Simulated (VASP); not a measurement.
# TiN (qlda) (Fm-3m) in VASP: a series of runs

The runs below take TiN (qlda) through single point, relaxation of cell and atoms, with LDA.

All numbers are computed with VASP 6.6.1; they aren't measurements. Logs are shortened: lines on timing, memory, paths and dates and some standing lists are left out, and cuts for length are marked.

### Step 1. The cell of the first run

Symmetry: Fm-3m, No. 225, cubic system. The conventional cell has a = 4.173 Å, b = 4.173 Å, c = 4.173 Å, α = 90.00°, β = 90.00°, γ = 90.00°. Within 2.8 Å of Ti (site symmetry m-3m) lie 6 N at 2.09 Å. N (site symmetry m-3m) has 6 Ti at 2.09 Å within 2.8 Å.

### Step 2. Single point, LDA

INCAR reads:

```
PREC = Accurate ; ENCUT = 520
EDIFF = 1E-6 ; ISMEAR = 0
SIGMA = 0.1 ; LREAL = F
LASPH = T ; NELM = 60
ALGO = Normal ; ISIF = 2
LWAVE = F ; LCHARG = T
LELF = T ; LVHAR = T
NBANDS = 16
```

KPOINTS reads:

```
Automatic mesh
0
Gamma
  8 8 8
```

POSCAR reads:

```
TiN
1.0
    0.0000000000      2.0862956476      2.0862956476
    2.0862956476      0.0000000000      2.0862956476
    2.0862956476      2.0862956476      0.0000000000
Ti N
1 1
Direct
    0.0000000000      0.0000000000      0.0000000000
    0.5000000000      0.5000000000      0.5000000000
```

Potentials or basis: VASP PAW LDA potentials, release 64 (Ti_sv, N).

The run is started by

```bash
$ cat potpaw_LDA.64/Ti_sv/POTCAR potpaw_LDA.64/N/POTCAR > POTCAR
$ mpirun -np 1 vasp_std > vasp.out
```

OUTCAR:

```text
PREC = Accurate
   ENCUT = 520
   EDIFF = 1E-6
   ISMEAR = 0
   LREAL = F
   LASPH = T
   NELM = 60
   ISIF = 2

 ion  position               nearest neighbor table
   1  0.000  0.000  0.000-   2 2.09   2 2.09   2 2.09   2 2.09   2 2.09   2 2.09
   2  0.500  0.500  0.500-   1 2.09   1 2.09   1 2.09   1 2.09   1 2.09   1 2.09

  LATTYP: Found a face centered cubic cell.
 ALAT       =     4.1725912952

  Lattice vectors:

 A1 = (   0.0000000000,   2.0862956476,   2.0862956476)
 A2 = (   2.0862956476,   0.0000000000,   2.0862956476)
 A3 = (   2.0862956476,   2.0862956476,   0.0000000000)

Analysis of symmetry for initial positions (statically):
=====================================================================
 Subroutine PRICEL returns:
 Original cell was already a primitive cell.

 Routine SETGRP: Setting up the symmetry group for a
 face centered cubic supercell.

 Subroutine GETGRP returns: Found 48 space group operations
 (whereof 48 operations were pure point group operations)
 out of a pool of 48 trial point group operations.

The static configuration has the point symmetry O_h .

Analysis of symmetry for dynamics (positions and initial velocities):
=====================================================================
 Subroutine PRICEL returns:
 Original cell was already a primitive cell.

 Routine SETGRP: Setting up the symmetry group for a
 face centered cubic supercell.

 Subroutine GETGRP returns: Found 48 space group operations
 (whereof 48 operations were pure point group operations)
 out of a pool of 48 trial point group operations.

The dynamic configuration has the point symmetry O_h .

 Subroutine INISYM returns: Found 48 space group operations
 (whereof 48 operations are pure point group operations),
 and found     1 'primitive' translations

----------------------------------------------------------------------------------------

                                     Primitive cell

  volume of cell :      18.1617

  direct lattice vectors                    reciprocal lattice vectors
     0.000000000  2.086295648  2.086295648    -0.239659226  0.239659226  0.239659226
     2.086295648  0.000000000  2.086295648     0.239659226 -0.239659226  0.239659226
     2.086295648  2.086295648  0.000000000     0.239659226  0.239659226 -0.239659226

  length of vectors
     2.950467600  2.950467600  2.950467600     0.415101956  0.415101956  0.415101956

  position of ions in fractional coordinates (direct lattice)
     0.000000000  0.000000000  0.000000000
     0.500000000  0.500000000  0.500000000

  ion indices of the primitive-cell ions
   primitive index   ion index
                 1           1
                 2           2

----------------------------------------------------------------------------------------

 KPOINTS: Automatic mesh

Automatic generation of k-mesh.
 Grid dimensions read from file:
 generate k-points for:    8    8    8

 Generating k-lattice:

  Cartesian coordinates                     Fractional coordinates (reciprocal lattice)
    -0.029957403  0.029957403  0.029957403     0.125000000  0.000000000  0.000000000
     0.029957403 -0.029957403  0.029957403     0.000000000  0.125000000  0.000000000
     0.029957403  0.029957403 -0.029957403     0.000000000  0.000000000  0.125000000

  Length of vectors
     0.051887744  0.051887744  0.051887744

  Shift w.r.t. Gamma in fractional coordinates (k-lattice)
     0.000000000  0.000000000  0.000000000

 Subroutine IBZKPT returns following result:
 ===========================================

 Found     29 irreducible k-points:

 Following reciprocal coordinates:
            Coordinates               Weight
  0.000000  0.000000  0.000000      1.000000
  0.125000  0.000000  0.000000      8.000000
  0.250000  0.000000  0.000000      8.000000
  0.375000  0.000000  0.000000      8.000000
  0.500000  0.000000  0.000000      4.000000
  0.125000  0.125000  0.000000      6.000000
[... 16 lines left out ...]
  0.500000  0.250000  0.125000     48.000000
 -0.375000  0.250000  0.125000     24.000000
 [... further k-points ...]
   k-points           NKPTS =     29   k-points in BZ     NKDIM =     29   number of bands    NBANDS=     16
   number of dos      NEDOS =    301   number of ions     NIONS =      2
   total plane-waves  NPLWV =  13824
   dimension x,y,z NGX =    24 NGY =   24 NGZ =   24
   dimension x,y,z NGXF=    48 NGYF=   48 NGZF=   48
   ions per type =               1   1
   NGX,Y,Z   is equivalent  to a cutoff of  13.52, 13.52, 13.52 a.u.
   NGXF,Y,Z  is equivalent  to a cutoff of  27.05, 27.05, 27.05 a.u.
 SYSTEM =  unknown system
   PREC   = accura    normal or accurate (medium, high low for compatibility)
   ISTART =      0    job   : 0-new  1-cont  2-samecut
   ICHARG =      2    charge: 1-file 2-atom 10-const
   ISPIN  =      1    spin polarized calculation?
   LNONCOLLINEAR =      F non collinear calculations
   LSORBIT =      F    spin-orbit coupling
   LASPH  =      T    aspherical Exc in radial PAW
   ENCUT  =  520.0 eV  38.22 Ry    6.18 a.u.   5.49  5.49  5.49*2*pi/ulx,y,z
   NELM   =     60;   NELMIN=  2; NELMDL= -5     # of ELM steps
   EDIFF  = 0.1E-05   stopping-criterion for ELM
   LREAL  =      F    real-space projection
   EDIFFG = 0.1E-04   stopping-criterion for IOM
   NSW    =      0    number of steps for IOM
   IBRION =     -1    ionic relax: 0-MD 1-quasi-New 2-CG
   NFREE  =      0    steps in history (QN), initial steepest desc. (CG)
   ISIF   =      2    stress and relaxation
   ISYM   =      2    0-nonsym 1-usesym 2-fastsym
   POTIM  = 0.5000    time-step for ionic-motion
   TEBEG  =    0.0;   TEEND  =   0.0 temperature during run
   PSTRESS=    0.0 pullay stress
   NELECT =      17.0000    total number of electrons
   NUPDOWN=      -1.0000    fix difference up-down
   EMIN   =  10.00;   EMAX   =-10.00  energy-range for DOS
   EFERMI =   0.00;   METHOD = LEGACY
   ISMEAR =     0;   SIGMA  =   0.10  broadening in eV -4-tet -1-fermi 0-gaus
   EFERMI_NEDOS =   21; number of points for ismear=-14 and -15
   IALGO  =     38    algorithm
   IMIX   =      4    mixing-type and parameters
     AMIX     =   0.40;   BMIX     =  1.00
     AMIX_MAG =   1.60;   BMIX_MAG =  1.00
  volume/ion in A,a.u.               =       9.08        61.28
  Fermi-wavevector in a.u.,A,eV,Ry     =   1.601420  3.026245 34.892773  2.564546
  Thomas-Fermi vector in A             =   2.698401
   LORBIT       =      0    0 simple, 1 ext, 2 COOP (PROOUT), +10 PAW based schemes
   GGA     = CA    functional components
   LHFCALC =     F    Hartree Fock is set to
   AEXX    =    0.0000 exact exchange contribution
   IVDW    =     0    specifies the selected vdW correction
   LEPSILON=     F    determine dielectric tensor
   LRPA    =     F    only Hartree local field effects (RPA)
 non-spin polarized calculation
 Gauss-broadening in eV      SIGMA  =   0.10
  energy-cutoff  :      520.00
  volume of cell :       18.16
 maximum number of plane-waves:       531
 NGX is ok and might be reduce to    24
   NGX = 11   NGY = 11   NGZ = 11

 number of electron      16.9999996 magnetization

 Free energy of the ion-electron system (eV)
  ---------------------------------------------------
  ext. energy  EPLUGINS =         0.00000000
  ---------------------------------------------------
  free energy    TOTEN  =       -21.66201486 eV

  energy without entropy =      -21.65359138  energy(sigma->0) =      -21.65780312

 E-fermi :  11.8752     XC(G=0): -13.6433

 val. band max:       11.8682403489   @ k =   0.3750   0.1250   0.0000
 cond. band min:      11.8999698811   @ k =  -0.3750   0.3750   0.1250
 fundamental gap:      0.0317295322
 Fermi energy:        11.8752265647

 k-point     1 :       0.0000    0.0000    0.0000
  band No.  band energies     occupation
      1     -45.2058      2.00000
      2     -21.5220      2.00000
      3     -21.5220      2.00000
      4     -21.5220      2.00000
      5      -5.2758      2.00000
      6       9.7921      2.00000
[... 8 lines left out ...]
     15      25.1872      0.00000
     16      32.3330      0.00000

 k-point     2 :       0.1250    0.0000    0.0000
  band No.  band energies     occupation
      1     -45.1871      2.00000
      2     -21.6457      2.00000
      3     -21.5319      2.00000
      4     -21.5319      2.00000
      5      -4.9452      2.00000
      6       8.3617      2.00000
[... 8 lines left out ...]
     15      25.4196      0.00000
     16      31.8226      0.00000

 k-point     3 :       0.2500    0.0000    0.0000
  band No.  band energies     occupation
      1     -45.1419      2.00000
      2     -21.9347      2.00000
      3     -21.5556      2.00000
      4     -21.5556      2.00000
      5      -4.0818      2.00000
      6       6.1642      2.00000
[... 8 lines left out ...]
     15      25.2145      0.00000
     16      29.9731      0.00000

 k-point     4 :       0.3750    0.0000    0.0000
  band No.  band energies     occupation
      1     -45.0963      2.00000
      2     -22.2116      2.00000
      3     -21.5791      2.00000
      4     -21.5791      2.00000
      5      -3.0515      2.00000
      6       4.2934      2.00000
[... 8 lines left out ...]
     15      25.6280      0.00000
     16      27.7738      0.00000
[... 324 lines left out ...]
 k-point    22 :       0.3750    0.2500    0.1250
  band No.  band energies     occupation
      1     -45.1083      2.00000
      2     -21.9861      2.00000
      3     -21.6980      2.00000
      4     -21.5958      2.00000
      5      -3.7204      2.00000
      6       5.3153      2.00000
[... 8 lines left out ...]
     15      25.2962      0.00000
     16      27.5810      0.00000

 k-point    23 :       0.5000    0.2500    0.1250
  band No.  band energies     occupation
      1     -45.0717      2.00000
      2     -22.1301      2.00000
      3     -21.7697      2.00000
      4     -21.6331      2.00000
      5      -3.1626      2.00000
      6       4.7415      2.00000
[... 8 lines left out ...]
     15      24.9423      0.00000
     16      26.4525      0.00000

 k-point    24 :      -0.3750    0.2500    0.1250
  band No.  band energies     occupation
      1     -45.0564      2.00000
      2     -22.1923      2.00000
      3     -21.7880      2.00000
      4     -21.6562      2.00000
      5      -2.9200      2.00000
      6       4.5052      2.00000
[... 8 lines left out ...]
     15      25.1692      0.00000
     16      26.1900      0.00000

 [... further k-points ...]
[... 5 lines left out ...]
  --------------------------------------------------------------------------------------
  -------------------------------------------------------------------------------------
  Total        0.1190643      0.1190643      0.1190643      0.0000000     -0.0000000      0.0000000
  in kB       10.5035090     10.5035090     10.5035090      0.0000000     -0.0000000      0.0000000
  external PRESSURE =      10.5035090 kB  Pullay stress =       0.0000000 kB

 VOLUME and BASIS-vectors are now :
 -----------------------------------------------------------------------------
  energy-cutoff  :      520.00
  volume of cell :       18.16
      direct lattice vectors                 reciprocal lattice vectors
     0.000000000  2.086295648  2.086295648    -0.239659226  0.239659226  0.239659226
     2.086295648  0.000000000  2.086295648     0.239659226 -0.239659226  0.239659226
     2.086295648  2.086295648  0.000000000     0.239659226  0.239659226 -0.239659226

 POSITION                                       TOTAL-FORCE (eV/Angst)
 -----------------------------------------------------------------------------------
      0.00000      0.00000      0.00000         0.000000     -0.000000      0.000000
      2.08630      2.08630      2.08630         0.000000      0.000000     -0.000000
 -----------------------------------------------------------------------------------
    total drift:                                0.000000     -0.000000     -0.000000

  FREE ENERGIE OF THE ION-ELECTRON SYSTEM (eV)
  ---------------------------------------------------
  free  energy   TOTEN  =       -21.6620148564 eV

  energy  without entropy=      -21.6535913824  energy(sigma->0) =      -21.65780312
```

It took 5.6 s on 1 thread of Intel Xeon Platinum 8488C (Sapphire Rapids), shared host; peak memory 0.13 GiB.

Results:

```
Free energy : -21.6620 eV
Pressure    : 1.1 GPa
```

### Step 3. Single point, LDA

This run uses another cell than the first one, of 9.54 Å³/atom, 1.050 times its volume.

INCAR reads:

```
PREC = Accurate ; ENCUT = 520
EDIFF = 1E-7 ; ISMEAR = 0
SIGMA = 0.1 ; LREAL = F
LASPH = T ; NELM = 60
ALGO = Normal ; ISIF = 2
LWAVE = F ; LCHARG = F
NBANDS = 16
```

KPOINTS is that of step 2.

POSCAR reads:

```
TiN
1.0
    0.0000000000      2.1206234500      2.1206234500
    2.1206234500      0.0000000000      2.1206234500
    2.1206234500      2.1206234500      0.0000000000
Ti N
1 1
Direct
    0.0000000000      0.0000000000      0.0000000000
    0.5000000000      0.5000000000      0.5000000000
```

Potentials or basis: VASP PAW LDA potentials, release 64 (Ti_sv, N).

The run is started by

```bash
$ cat potpaw_LDA.64/Ti_sv/POTCAR potpaw_LDA.64/N/POTCAR > POTCAR
$ mpirun -np 1 vasp_std > vasp.out
```

OUTCAR:

```text
PREC = Accurate
   ENCUT = 520
   EDIFF = 1E-7
   ISMEAR = 0
   LREAL = F
   LASPH = T
   NELM = 60
   ISIF = 2

 ion  position               nearest neighbor table
   1  0.000  0.000  0.000-   2 2.12   2 2.12   2 2.12   2 2.12   2 2.12   2 2.12
   2  0.500  0.500  0.500-   1 2.12   1 2.12   1 2.12   1 2.12   1 2.12   1 2.12

  LATTYP: Found a face centered cubic cell.
 ALAT       =     4.2412469000

  Lattice vectors:

 A1 = (   0.0000000000,   2.1206234500,   2.1206234500)
 A2 = (   2.1206234500,   0.0000000000,   2.1206234500)
 A3 = (   2.1206234500,   2.1206234500,   0.0000000000)

Analysis of symmetry for initial positions (statically):
=====================================================================
 Subroutine PRICEL returns:
 Original cell was already a primitive cell.

 Routine SETGRP: Setting up the symmetry group for a
 face centered cubic supercell.

 Subroutine GETGRP returns: Found 48 space group operations
 (whereof 48 operations were pure point group operations)
 out of a pool of 48 trial point group operations.

The static configuration has the point symmetry O_h .

Analysis of symmetry for dynamics (positions and initial velocities):
[... 159 lines left out ...]

 E-fermi :  11.1893     XC(G=0): -13.3737

 val. band max:       11.1852738684   @ k =   0.3750   0.1250   0.0000
 cond. band min:      11.2124530333   @ k =  -0.3750   0.3750   0.1250
 fundamental gap:      0.0271791649
 Fermi energy:        11.1892568645

 k-point     1 :       0.0000    0.0000    0.0000
  band No.  band energies     occupation
      1     -45.9532      2.00000
      2     -22.3107      2.00000
      3     -22.3107      2.00000
      4     -22.3107      2.00000
      5      -5.6588      2.00000
      6       9.1750      2.00000
[... 433 lines left out ...]
      3     -22.5348      2.00000
      4     -22.4248      2.00000
      5      -3.4508      2.00000
      6       4.0796      2.00000
[... 8 lines left out ...]
     15      23.9701      0.00000
     16      24.8226      0.00000

 [... further k-points ...]

------------------------ aborting loop because EDIFF is reached ----------------------------------------

  FORCE on cell =-STRESS in cart. coord.  units (eV):
  Direction    XX          YY          ZZ          XY          YZ          ZX
  --------------------------------------------------------------------------------------
  -------------------------------------------------------------------------------------
  Total       -1.5652705     -1.5652705     -1.5652705      0.0000000      0.0000000     -0.0000000
  in kB     -131.4859352   -131.4859352   -131.4859352      0.0000000      0.0000000     -0.0000000
  external PRESSURE =    -131.4859352 kB  Pullay stress =       0.0000000 kB

 VOLUME and BASIS-vectors are now :
 -----------------------------------------------------------------------------
  energy-cutoff  :      520.00
  volume of cell :       19.07
      direct lattice vectors                 reciprocal lattice vectors
     0.000000000  2.120623450  2.120623450    -0.235779718  0.235779718  0.235779718
     2.120623450  0.000000000  2.120623450     0.235779718 -0.235779718  0.235779718
     2.120623450  2.120623450  0.000000000     0.235779718  0.235779718 -0.235779718

 POSITION                                       TOTAL-FORCE (eV/Angst)
 -----------------------------------------------------------------------------------
      0.00000      0.00000      0.00000         0.000000      0.000000      0.000000
      2.12062      2.12062      2.12062        -0.000000     -0.000000      0.000000
 -----------------------------------------------------------------------------------
    total drift:                                0.000000     -0.000000     -0.000000

  FREE ENERGIE OF THE ION-ELECTRON SYSTEM (eV)
  ---------------------------------------------------
  free  energy   TOTEN  =       -21.6268048134 eV

  energy  without entropy=      -21.6182960495  energy(sigma->0) =      -21.62255043
```

Run time: 5.4 s. Hardware: 1 thread of Intel Xeon Platinum 8488C (Sapphire Rapids), shared host; peak memory 0.13 GiB.

Results:

| Item | Value |
| --- | --- |
| Free energy | -21.6268 eV |
| Pressure | -13.1 GPa |

Levels at points of the mesh, in eV from the Fermi level:
| k point | band 5 | band 6 | band 7 | band 8 | band 9 | band 10 | band 11 | band 12 | band 13 | band 14 |
| --- | --- | --- | --- | --- | --- | --- | --- | --- | --- | --- |
| (0.00, 0.00, 0.00) | -16.85 | -2.01 | -2.01 | -2.01 | -0.65 | -0.65 | -0.65 | 0.55 | 0.55 | 5.55 |
| (0.50, 0.00, 0.00) | -14.32 | -8.07 | -5.48 | -5.48 | 1.68 | 1.68 | 2.36 | 5.74 | 5.74 | 6.11 |
| (0.50, 0.50, 0.00) | -15.42 | -5.78 | -3.20 | -3.20 | -3.11 | 1.62 | 2.39 | 2.39 | 3.67 | 10.57 |

### Step 4. Relaxation of cell and atoms, LDA

This run uses another cell than the first one, of 9.54 Å³/atom, 1.050 times its volume.

INCAR reads:

```
ALGO = Normal
EDIFF = 1E-7
EDIFFG = -0.05
ENCUT = 600
IBRION = 2
ISIF = 3
ISMEAR = 0
LASPH = True
LCHARG = False
LREAL = False
LWAVE = False
NELM = 100
NSW = 100
PREC = Accurate
SIGMA = 0.1
```

KPOINTS reads:

```
k-points
0
Gamma
  8 8 8
```

POSCAR is that of step 3.

The run is started by

```bash
$ cat potpaw_LDA.64/Ti_sv/POTCAR potpaw_LDA.64/N/POTCAR > POTCAR
$ mpirun -np 1 vasp_std > vasp.out
```

Wall time 10 s (1 thread of Intel Xeon Platinum 8488C (Sapphire Rapids), shared host); peak memory 0.13 GiB.

It converged, with:

* Free energy: -21.6635 eV
* Relaxed volume: 9.12 Å³/atom
* Relaxed cell: a = 2.954 Å, b = 2.954 Å, c = 2.954 Å, α = 60.00°, β = 60.00°, γ = 60.00°
* Space group after relaxing (to 0.05 Å): Fm-3m (No. 225)
* Energy gained by relaxing: 18.4 meV/atom
* Ionic steps: 3
* Pressure after relaxing: -0.3 GPa

Step by step:
| step | energy change (eV) | largest force (eV/Å) | pressure (GPa) | volume (Å³) |
| --- | --- | --- | --- | --- |
| 1 | 0.0000 | 0.0000 | -13.23 | 19.07 |
| 2 | 0.0567 | 0.0000 | 25.75 | 16.98 |
| 3 | -0.0367 | 0.0000 | -0.31 | 18.23 |

Final structure:
```
CELL_PARAMETERS angstrom
0.00000 2.08903 2.08903
2.08903 0.00000 2.08903
2.08903 2.08903 0.00000
ATOMIC_POSITIONS crystal
Ti 0.00000 0.00000 0.00000
N 0.50000 0.50000 0.50000
```

Levels at points of the mesh, in eV from the Fermi level:
| k point | band 7 | band 8 | band 9 | band 10 | band 11 | band 12 |
| --- | --- | --- | --- | --- | --- | --- |
| (0.00, 0.00, 0.00) | -2.08 | -2.08 | -0.70 | -0.70 | -0.70 | 0.59 |
| (0.50, 0.00, 0.00) | -5.73 | -5.73 | 1.80 | 1.80 | 2.53 | 6.10 |
| (0.50, 0.50, 0.00) | -3.31 | -3.26 | -3.26 | 1.74 | 2.57 | 2.57 |

[end of part 1 of 2]
